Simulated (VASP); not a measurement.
Here is a VASP 6.6.1 calculation.

INCAR

```
SYSTEM = GaSb
  ALGO = Normal
  EDIFF = 1E-6
  ENCUT = 500
  GGA = PE
  GGA_COMPAT = .False.
  ISIF = 2
  ISMEAR = 0
  LASPH = .True.
  LCHARG = .False.
  LREAL = .False.
  LWAVE = .False.
  NBANDS = 16
  NELM = 120
  PREC = Accurate
  SIGMA = 0.1
```

The input KPOINTS:

```
k-points
0
Gamma
  6 6 6
  0 0 0
```

The input POSCAR:

```
GaSb
1.0
    0.0000000000      2.6908648841      2.6908648841
    2.6908648841      0.0000000000      2.6908648841
    2.6908648841      2.6908648841      0.0000000000
Ga Sb
1 1
Direct
    0.0000000000      0.0000000000      0.0000000000
    0.7500000000      0.7500000000      0.7500000000
```

Potentials or basis: VASP PAW PBE potentials, release 64 (Ga_d, Sb).

The run is started by

```bash
$ cat potpaw_PBE.64/Ga_d/POTCAR potpaw_PBE.64/Sb/POTCAR > POTCAR
$ mpirun -np 1 vasp_std > vasp.out
```

(1) Predict the pressure.

(2) Predict the band gap on the k mesh.

Answers

(1) 53.1 GPa.

(2) 0.10 eV (least direct gap 2.46 eV).

Caveat: the cell stands under pressure; spin-orbit coupling is left out, which moves the levels of the heavy elements.
